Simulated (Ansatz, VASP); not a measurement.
# BaTe in VASP and in Ansatz

Contents of INCAR:

```
ALGO     = Normal         # electronic algorithm
EDIFF    = 1E-7           # SCF threshold, eV
ENCUT    = 520            # plane-wave cutoff, eV
GGA      = PE             # functional
ISIF     = 2              # what is computed and relaxed
ISMEAR   = -1             # smearing method
LASPH    = True           # aspherical terms in the spheres
LCHARG   = True           # write CHGCAR
LELF     = True           # ELF
LREAL    = False          # projectors in reciprocal space
LVHAR    = True         
LWAVE    = False          # write WAVECAR
NBANDS   = 15             # bands
NELM     = 80             # most SCF steps
PREC     = Accurate       # precision mode
SIGMA    = 0.02           # smearing width, eV
```

The input KPOINTS:

```
k-points
0
Gamma
  6 6 6
```

File POSCAR:

```
BaTe
1.0
    0.0000000000      3.6383584296      3.5033386564
    3.6383584296      0.0000000000      3.5033386564
    3.6383584296      3.6383584296      0.0000000000
Ba Te
1 1
Direct
    0.0000000000      0.0000000000      0.0000000000
    0.5000000000      0.5000000000      0.5000000000
```

Input for Ansatz:

```yaml
crystal:
  lattice:
    - [0.0, 3.6383584296, 3.5033386564]
    - [3.6383584296, 0.0, 3.5033386564]
    - [3.6383584296, 3.6383584296, 0.0]
  atoms:
    - { symbol: Ba, position: [0.0, 0.0, 0.0] }
    - { symbol: Te, position: [0.5, 0.5, 0.5] }
kpoints:
  mp_grid: { grid: [6, 6, 6] }
  band_path:
    path:
      - [0.0, 0.0, 0.0]
      - [0.5, 0.0, 0.5]
      - [0.625, 0.25, 0.625]
      - [0.375, 0.375, 0.75]
      - [0.5, 0.5, 0.5]
      - [0.5, 0.25, 0.75]
      - [0.5, 0.5, 0.0]
    npoints: 1
hamiltonian:
  xc: pbe
scf:
  occupations: { method: fermi_dirac, width: 0.02 }
  n_extra_bands: 4
output:
  forces: true
  stress: true
  eigenvalues: true
```

Change from the starting cell: epitaxial_xy strain +3.0%.

Alike in both runs: task single point; functional PBE; k mesh 6 × 6 × 6; occupations fermi-dirac, width 0.02 eV; no spin polarisation.

|  | VASP | Ansatz |
| --- | --- | --- |
| version | VASP 6.6.1 | Ansatz 0.2.0 |
| potentials or method | VASP PAW PBE potentials, release 64 (Ba_sv, Te) | plane waves, PAW |
| plane-wave cutoff (eV) | 520 | 420 |
| valence electrons in the cell | 16 | 26 |

Ansatz gave:

* gap on the k mesh at the Fermi level (eV): 1.70
* pressure (GPa): -1.2
* traceless stress, the component that is largest in VASP (GPa): 1.19

**Question.** Which values does VASP return?

**Answer.** gap on the k mesh at the Fermi level (eV): 1.62; pressure (GPa): -0.9; traceless stress, the component that is largest in VASP (GPa): 1.27.

The functional is the same, so the differences come from potentials, cutoffs and numerics. VASP's potentials hold 16 valence electrons a cell and Ansatz's 26, so a difference there can come from the potentials and not from the codes.

Spin-orbit coupling is off throughout.
